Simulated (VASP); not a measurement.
# Nd3Au (Im-3m) in VASP: further runs

Nd3Au is run at these levels: PBE, PBE+D3(BJ); tasks: single point, relaxation of cell and atoms.

All numbers are computed with VASP 6.6.1; they aren't measurements. Logs are shortened: lines on timing, memory, paths and dates and some standing lists are left out, and cuts for length are marked.

## Step 1: The cell of the first run

Symmetry: Im-3m, No. 229, cubic system. The conventional cell has a = 6.307 Å, b = 6.307 Å, c = 6.307 Å, α = 90.00°, β = 90.00°, γ = 90.00°. Within 4.1 Å of Nd (site symmetry 4/mmm) lie 4 Nd at 3.15 Å and 2 Au at 3.15 Å. Au (site symmetry m-3m) has 6 Nd at 3.15 Å within 4.1 Å.

The cell was generated, and may not be a known phase.

## Step 2: Single point, PBE

INCAR reads:

```
SYSTEM = Nd3Au
PREC = Accurate
ENCUT = 500
EDIFF = 1E-6
ISMEAR = 0
SIGMA = 0.1
LREAL = .FALSE.
LASPH = .TRUE.
NELM = 200
ALGO = Normal
ISIF = 2
LWAVE = .FALSE.
LCHARG = .FALSE.
GGA = PE
NBANDS = 30
GGA_COMPAT = .FALSE.
LMAXMIX = 6
```

KPOINTS reads:

```
Automatic mesh
0
G
  10 10 10
  0 0 0
```

POSCAR reads:

```
Nd3Au
1.0
   -3.1535101168      3.1535101168      3.1535101168
    3.1535101168     -3.1535101168      3.1535101168
    3.1535101168      3.1535101168     -3.1535101168
Nd Au
3 1
Direct
    0.0000000000      0.5000000000      0.5000000000
    0.5000000000      0.0000000000      0.5000000000
    0.5000000000      0.5000000000      0.0000000000
    0.0000000000      0.0000000000      0.0000000000
```

Potentials or basis: VASP PAW PBE potentials, release 64 (Nd_3, Au), 4f in core.

Run with:

```console
$ cat potpaw_PBE.64/Nd_3/POTCAR potpaw_PBE.64/Au/POTCAR > POTCAR
$ mpirun -np 1 vasp_std > vasp.out
```

OUTCAR:

```text
SYSTEM = Nd3Au
   PREC = Accurate
   ENCUT = 500
   EDIFF = 1E-6
   ISMEAR = 0
   LREAL = .FALSE.
   LASPH = .TRUE.
   NELM = 200
   ISIF = 2
   GGA = PE

 ion  position               nearest neighbor table
   1  0.000  0.500  0.500-   2 3.15   3 3.15   4 3.15   4 3.15   3 3.15   2 3.15
   2  0.500  0.000  0.500-   1 3.15   3 3.15   4 3.15   3 3.15   4 3.15   1 3.15
   3  0.500  0.500  0.000-   1 3.15   2 3.15   4 3.15   2 3.15   1 3.15   4 3.15
   4  0.000  0.000  0.000-   1 3.15   2 3.15   3 3.15   1 3.15   2 3.15   3 3.15

  LATTYP: Found a body centered cubic cell.
 ALAT       =     6.3070202336

  Lattice vectors:

 A1 = (  -3.1535101168,   3.1535101168,   3.1535101168)
 A2 = (   3.1535101168,  -3.1535101168,   3.1535101168)
 A3 = (   3.1535101168,   3.1535101168,  -3.1535101168)

Analysis of symmetry for initial positions (statically):
=====================================================================
 Subroutine PRICEL returns:
 Original cell was already a primitive cell.

 Routine SETGRP: Setting up the symmetry group for a
 body centered cubic supercell.

 Subroutine GETGRP returns: Found 48 space group operations
 (whereof 48 operations were pure point group operations)
 out of a pool of 48 trial point group operations.

The static configuration has the point symmetry O_h .

Analysis of symmetry for dynamics (positions and initial velocities):
=====================================================================
 Subroutine PRICEL returns:
 Original cell was already a primitive cell.

 Routine SETGRP: Setting up the symmetry group for a
 body centered cubic supercell.

 Subroutine GETGRP returns: Found 48 space group operations
 (whereof 48 operations were pure point group operations)
 out of a pool of 48 trial point group operations.

The dynamic configuration has the point symmetry O_h .

 Subroutine INISYM returns: Found 48 space group operations
 (whereof 48 operations are pure point group operations),
 and found     1 'primitive' translations

----------------------------------------------------------------------------------------

                                     Primitive cell

  volume of cell :     125.4419

  direct lattice vectors                    reciprocal lattice vectors
    -3.153510117  3.153510117  3.153510117     0.000000000  0.158553479  0.158553479
     3.153510117 -3.153510117  3.153510117     0.158553479  0.000000000  0.158553479
     3.153510117  3.153510117 -3.153510117     0.158553479  0.158553479  0.000000000

  length of vectors
     5.462039744  5.462039744  5.462039744     0.224228480  0.224228480  0.224228480

  position of ions in fractional coordinates (direct lattice)
     0.000000000  0.500000000  0.500000000
     0.500000000  0.000000000  0.500000000
     0.500000000  0.500000000  0.000000000
     0.000000000  0.000000000  0.000000000

  ion indices of the primitive-cell ions
   primitive index   ion index
                 1           1
                 2           2
                 3           3
                 4           4

----------------------------------------------------------------------------------------

 KPOINTS: Automatic mesh

Automatic generation of k-mesh.
 Grid dimensions read from file:
 generate k-points for:   10   10   10

 Generating k-lattice:

  Cartesian coordinates                     Fractional coordinates (reciprocal lattice)
     0.000000000  0.015855348  0.015855348     0.100000000  0.000000000  0.000000000
     0.015855348  0.000000000  0.015855348     0.000000000  0.100000000  0.000000000
     0.015855348  0.015855348  0.000000000     0.000000000  0.000000000  0.100000000

  Length of vectors
     0.022422848  0.022422848  0.022422848

  Shift w.r.t. Gamma in fractional coordinates (k-lattice)
     0.000000000  0.000000000  0.000000000

 Subroutine IBZKPT returns following result:
 ===========================================

 Found     47 irreducible k-points:

 Following reciprocal coordinates:
            Coordinates               Weight
  0.000000  0.000000  0.000000      1.000000
  0.100000  0.000000  0.000000     12.000000
  0.200000  0.000000  0.000000     12.000000
  0.300000  0.000000  0.000000     12.000000
  0.400000  0.000000  0.000000     12.000000
  0.500000  0.000000  0.000000      6.000000
[... 16 lines left out ...]
  0.300000  0.300000  0.100000      8.000000
 -0.300000  0.300000  0.100000     24.000000
 [... further k-points ...]
   k-points           NKPTS =     47   k-points in BZ     NKDIM =     47   number of bands    NBANDS=     30
   number of dos      NEDOS =    301   number of ions     NIONS =      4
   total plane-waves  NPLWV =  64000
   dimension x,y,z NGX =    40 NGY =   40 NGZ =   40
   dimension x,y,z NGXF=    80 NGYF=   80 NGZF=   80
   ions per type =               3   1
   NGX,Y,Z   is equivalent  to a cutoff of  12.17, 12.17, 12.17 a.u.
   NGXF,Y,Z  is equivalent  to a cutoff of  24.35, 24.35, 24.35 a.u.
 SYSTEM =  Nd3Au
   PREC   = accura    normal or accurate (medium, high low for compatibility)
   ISTART =      0    job   : 0-new  1-cont  2-samecut
   ICHARG =      2    charge: 1-file 2-atom 10-const
   ISPIN  =      1    spin polarized calculation?
   LNONCOLLINEAR =      F non collinear calculations
   LSORBIT =      F    spin-orbit coupling
   LASPH  =      T    aspherical Exc in radial PAW
   ENCUT  =  500.0 eV  36.75 Ry    6.06 a.u.   9.96  9.96  9.96*2*pi/ulx,y,z
   NELM   =    200;   NELMIN=  2; NELMDL= -5     # of ELM steps
   EDIFF  = 0.1E-05   stopping-criterion for ELM
   LREAL  =      F    real-space projection
   EDIFFG = 0.1E-04   stopping-criterion for IOM
   NSW    =      0    number of steps for IOM
   IBRION =     -1    ionic relax: 0-MD 1-quasi-New 2-CG
   NFREE  =      0    steps in history (QN), initial steepest desc. (CG)
   ISIF   =      2    stress and relaxation
   ISYM   =      2    0-nonsym 1-usesym 2-fastsym
   POTIM  = 0.5000    time-step for ionic-motion
   TEBEG  =    0.0;   TEEND  =   0.0 temperature during run
   PSTRESS=    0.0 pullay stress
   NELECT =      44.0000    total number of electrons
   NUPDOWN=      -1.0000    fix difference up-down
   EMIN   =  10.00;   EMAX   =-10.00  energy-range for DOS
   EFERMI =   0.00;   METHOD = LEGACY
   ISMEAR =     0;   SIGMA  =   0.10  broadening in eV -4-tet -1-fermi 0-gaus
   EFERMI_NEDOS =   21; number of points for ismear=-14 and -15
   IALGO  =     38    algorithm
   IMIX   =      4    mixing-type and parameters
     AMIX     =   0.40;   BMIX     =  1.00
     AMIX_MAG =   1.60;   BMIX_MAG =  1.00
  volume/ion in A,a.u.               =      31.36       211.63
  Fermi-wavevector in a.u.,A,eV,Ry     =   1.154547  2.181777 18.136267  1.332978
  Thomas-Fermi vector in A             =   2.291182
   LORBIT       =      0    0 simple, 1 ext, 2 COOP (PROOUT), +10 PAW based schemes
   GGA     = PE    functional components
   LHFCALC =     F    Hartree Fock is set to
   AEXX    =    0.0000 exact exchange contribution
   IVDW    =     0    specifies the selected vdW correction
   LEPSILON=     F    determine dielectric tensor
   LRPA    =     F    only Hartree local field effects (RPA)
 non-spin polarized calculation
 Gauss-broadening in eV      SIGMA  =   0.10
  energy-cutoff  :      500.00
  volume of cell :      125.44
 maximum number of plane-waves:      3252
   NGX = 19   NGY = 19   NGZ = 19

 number of electron      43.9999995 magnetization

 Free energy of the ion-electron system (eV)
  ---------------------------------------------------
  ext. energy  EPLUGINS =         0.00000000
  ---------------------------------------------------
  free energy    TOTEN  =       -16.89890557 eV

  energy without entropy =      -16.87551833  energy(sigma->0) =      -16.88721195

 E-fermi :   3.7311     XC(G=0):  -9.9213

 val. band max:        3.7302153690   @ k =  -0.4000   0.4000   0.3000
 cond. band min:       3.7555596495   @ k =   0.3000   0.1000   0.1000
 fundamental gap:      0.0253442806
 Fermi energy:         3.7311323936

 k-point     1 :       0.0000    0.0000    0.0000
  band No.  band energies     occupation
      1     -34.2612      2.00000
      2     -33.9238      2.00000
      3     -33.9238      2.00000
      4     -16.1801      2.00000
      5     -16.1801      2.00000
      6     -16.1801      2.00000
[... 22 lines left out ...]
     29       7.8968      0.00000
     30       7.8968      0.00000

 k-point     2 :       0.1000    0.0000    0.0000
  band No.  band energies     occupation
      1     -34.2539      2.00000
      2     -33.9313      2.00000
      3     -33.9241      2.00000
      4     -16.1814      2.00000
      5     -16.1429      2.00000
      6     -16.1405      2.00000
[... 22 lines left out ...]
     29       7.8684      0.00000
     30       8.2192      0.00000

 k-point     3 :       0.2000    0.0000    0.0000
  band No.  band energies     occupation
      1     -34.2330      2.00000
      2     -33.9527      2.00000
      3     -33.9250      2.00000
      4     -16.1847      2.00000
      5     -16.0339      2.00000
      6     -16.0250      2.00000
[... 22 lines left out ...]
     29       7.5060      0.00000
     30       8.2247      0.00000

 k-point     4 :       0.3000    0.0000    0.0000
  band No.  band energies     occupation
      1     -34.2015      2.00000
      2     -33.9849      2.00000
      3     -33.9261      2.00000
      4     -16.1888      2.00000
      5     -15.8606      2.00000
      6     -15.8426      2.00000
[... 616 lines left out ...]
     29       7.4610      0.00000
     30       8.1845      0.00000

 k-point    23 :       0.3000    0.3000    0.1000
  band No.  band energies     occupation
      1     -34.0727      2.00000
      2     -34.0727      2.00000
      3     -33.9714      2.00000
      4     -15.6479      2.00000
      5     -15.6163      2.00000
      6     -15.6163      2.00000
[... 22 lines left out ...]
     29       6.3185      0.00000
     30       6.3192      0.00000

 k-point    24 :      -0.3000    0.3000    0.1000
  band No.  band energies     occupation
      1     -34.1986      2.00000
      2     -34.0029      2.00000
      3     -33.9108      2.00000
      4     -16.1923      2.00000
      5     -16.0405      2.00000
      6     -15.6102      2.00000
[... 22 lines left out ...]
     29       6.6985      0.00000
     30       7.1133      0.00000

 [... further k-points ...]

------------------------ aborting loop because EDIFF is reached ----------------------------------------

  FORCE on cell =-STRESS in cart. coord.  units (eV):
  Direction    XX          YY          ZZ          XY          YZ          ZX
  --------------------------------------------------------------------------------------
  -------------------------------------------------------------------------------------
  Total        0.1199675      0.1199675      0.1199675      0.0000000      0.0000000     -0.0000000
  in kB        1.5322568      1.5322568      1.5322568      0.0000000      0.0000000     -0.0000000
  external PRESSURE =       1.5322568 kB  Pullay stress =       0.0000000 kB

 VOLUME and BASIS-vectors are now :
 -----------------------------------------------------------------------------
  energy-cutoff  :      500.00
  volume of cell :      125.44
      direct lattice vectors                 reciprocal lattice vectors
    -3.153510117  3.153510117  3.153510117     0.000000000  0.158553479  0.158553479
     3.153510117 -3.153510117  3.153510117     0.158553479  0.000000000  0.158553479
     3.153510117  3.153510117 -3.153510117     0.158553479  0.158553479  0.000000000

 POSITION                                       TOTAL-FORCE (eV/Angst)
 -----------------------------------------------------------------------------------
      3.15351      0.00000      0.00000        -0.000000     -0.000000      0.000000
      0.00000      3.15351      0.00000         0.000000     -0.000000     -0.000000
      0.00000      0.00000      3.15351        -0.000000      0.000000     -0.000000
      0.00000      0.00000      0.00000         0.000000     -0.000000      0.000000
 -----------------------------------------------------------------------------------
    total drift:                               -0.000000     -0.000000      0.000000

  FREE ENERGIE OF THE ION-ELECTRON SYSTEM (eV)
  ---------------------------------------------------
  free  energy   TOTEN  =       -16.8989055663 eV

  energy  without entropy=      -16.8755183343  energy(sigma->0) =      -16.88721195
```

Wall time 2.1 min (1 thread of Intel Xeon Platinum 8488C (Sapphire Rapids), shared host); peak memory 0.32 GiB.

Results:

```yaml
Free_energy: -16.8989 eV
Pressure: 0.2 GPa
Band_gap_on_the_k_mesh: zero (bands 22 and 23 overlap by 1.81 eV)
```

Caveat: spin-orbit coupling is left out, which moves the levels of the heavy elements; the 4f electrons are frozen in the core, so they carry no moment and show no levels. Spin polarisation is off, so any magnetic state and its effect on volume and gap are missing.

## Step 3: Single point, PBE+D3(BJ)

INCAR reads:

```
ALGO = Normal
EDIFF = 1E-6
ENCUT = 500
GGA = PE
GGA_COMPAT = False
ISIF = 2
ISMEAR = 0
IVDW = 12
LASPH = True
LCHARG = False
LMAXMIX = 6
LREAL = False
LWAVE = False
NBANDS = 30
NELM = 200
PREC = Accurate
SIGMA = 0.1
```

KPOINTS reads:

```
k-points
0
Gamma
  10 10 10
```

POSCAR is that of step 2.

Potentials or basis: VASP PAW PBE potentials, release 64 (Nd_3, Au), 4f in core.

Run with:

```console
$ cat potpaw_PBE.64/Nd_3/POTCAR potpaw_PBE.64/Au/POTCAR > POTCAR
$ mpirun -np 1 vasp_std > vasp.out
```

It took 2.1 min on 1 thread of Intel Xeon Platinum 8488C (Sapphire Rapids), shared host; peak memory 0.34 GiB.

The run converged. Its results:

* Free energy: -18.5391 eV
* Pressure: -1.9 GPa
* Band gap on the k mesh: zero (bands 22 and 23 overlap by 1.81 eV)
* Dispersion energy per atom: -0.410 eV

Levels at points of the mesh, in eV from the Fermi level:
| k point | band 18 | band 19 | band 20 | band 21 | band 22 | band 23 | band 24 | band 25 | band 26 | band 27 |
| --- | --- | --- | --- | --- | --- | --- | --- | --- | --- | --- |
| (0.00, 0.00, 0.00) | -4.20 | -0.82 | -0.82 | -0.82 | -0.81 | -0.54 | -0.54 | 3.54 | 3.54 | 3.54 |
| (0.50, 0.00, 0.00) | -3.12 | -1.72 | -1.17 | -0.30 | 0.33 | 0.55 | 1.32 | 1.47 | 1.84 | 2.21 |
| (0.50, 0.50, 0.50) | -3.90 | -0.79 | -0.79 | -0.43 | 0.11 | 0.11 | 0.11 | 1.03 | 1.03 | 1.03 |

Caveat: three body term missing; spin-orbit coupling is left out, which moves the levels of the heavy elements; the 4f electrons are frozen in the core, so they carry no moment and show no levels. Spin polarisation is off, so any magnetic state and its effect on volume and gap are missing.

## Step 4: Relaxation of cell and atoms, PBE

This run uses another cell than the first one, of 31.74 Å³/atom.

INCAR reads:

```
ALGO = Normal
EDIFF = 1E-7
EDIFFG = -0.01
ENCUT = 500
GGA = PE
GGA_COMPAT = F
IBRION = 2
ISIF = 3
ISMEAR = 0
LASPH = T
LCHARG = F
LMAXMIX = 6
LREAL = F
LWAVE = F
NELM = 200
NELMIN = 4
NSW = 100
PREC = Accurate
SIGMA = 0.1
```

KPOINTS is that of step 3.

POSCAR reads:

```
Nd3Au
1.0
   -3.1662838974      3.1662838974      3.1662838974
    3.1662838974     -3.1662838974      3.1662838974
    3.1662838974      3.1662838974     -3.1662838974
Nd Au
3 1
Direct
    0.0000000000      0.5000000000      0.5000000000
    0.5000000000      0.0000000000      0.5000000000
    0.5000000000      0.5000000000      0.0000000000
    0.0000000000      0.0000000000      0.0000000000
```

Run with:

```console
$ cat potpaw_PBE.64/Nd_3/POTCAR potpaw_PBE.64/Au/POTCAR > POTCAR
$ mpirun -np 1 vasp_std > vasp.out
```

Wall time 4.6 min (1 thread of Intel Xeon Platinum 8488C (Sapphire Rapids), shared host); peak memory 0.34 GiB.

Results (log left out):

| Property | Result |
| --- | --- |
| Free energy | -16.8993 eV |
| Relaxed volume | 31.48 Å³/atom |
| Relaxed cell | a = 5.469 Å, b = 5.469 Å, c = 5.469 Å, α = 109.47°, β = 109.47°, γ = 109.47° |
| Space group after relaxing (to 0.1 Å) | Im-3m (No. 229) |
| Energy gained by relaxing | 0.3 meV/atom |
| Ionic steps | 3 |
| Pressure after relaxing | 0.0 GPa |
| Band gap on the k mesh | zero (bands 22 and 23 overlap by 1.80 eV) |

Step by step:
```csv
step,energy change (eV),largest force (eV/Å),pressure (GPa),volume (Å³)
1,0.0000,0.0000,-0.34,126.97
2,-0.0011,0.0000,0.05,125.75
3,-0.0011,0.0000,0.00,125.90
```

Final structure:
```yaml
crystal:
  lattice:
    - [-3.15738, 3.15738, 3.15738]
    - [3.15738, -3.15738, 3.15738]
    - [3.15738, 3.15738, -3.15738]
  atoms:
    - { symbol: Nd, position: [0.00000, 0.50000, 0.50000] }
    - { symbol: Nd, position: [0.50000, 0.00000, 0.50000] }
    - { symbol: Nd, position: [0.50000, 0.50000, 0.00000] }
    - { symbol: Au, position: [0.00000, 0.00000, 0.00000] }
```

Levels at points of the mesh, in eV from the Fermi level:
| k point | band 19 | band 20 | band 21 | band 22 | band 23 | band 24 | band 25 | band 26 |
| --- | --- | --- | --- | --- | --- | --- | --- | --- |
| (0.00, 0.00, 0.00) | -0.82 | -0.82 | -0.82 | -0.81 | -0.54 | -0.54 | 3.53 | 3.53 |
| (0.50, 0.00, 0.00) | -1.72 | -1.17 | -0.30 | 0.33 | 0.55 | 1.32 | 1.47 | 1.83 |
| (0.50, 0.50, 0.50) | -0.80 | -0.80 | -0.43 | 0.11 | 0.11 | 0.11 | 1.02 | 1.02 |

Caveat: spin-orbit coupling is left out, which moves the levels of the heavy elements; the 4f electrons are frozen in the core, so they carry no moment and show no levels. Spin polarisation is off, so any magnetic state and its effect on volume and gap are missing.

## Step 5: Summary

| task | level | cell | gap on the mesh (eV) | pressure (GPa) |
| --- | --- | --- | --- | --- |
| single point | PBE | a = 5.462 Å, angles 109.5°, 4 atoms | none | 0.2 |
| single point | PBE+D3(BJ) | a = 5.462 Å, angles 109.5°, 4 atoms | none | -1.9 |
| relaxation of cell and atoms | PBE | relaxed from a = 5.484 Å, angles 109.5°, 4 atoms | none | 0.0 |

Alike in all rows: potentials or basis VASP PAW PBE potentials, release 64 (Nd_3, Au), 4f in core; no spin polarisation; k mesh 10 × 10 × 10; cutoff (eV) 500; smearing gaussian 0.1 eV.

Caveats: spin-orbit coupling is left out, which moves the levels of the heavy elements; the 4f electrons are frozen in the core, so they carry no moment and show no levels; three body term missing (at least some runs).

Total energies depend on the potentials used, so only differences within one code and one set of settings carry meaning.

The gap in the log of VASP goes by the Fermi energy; the results here count the filled bands.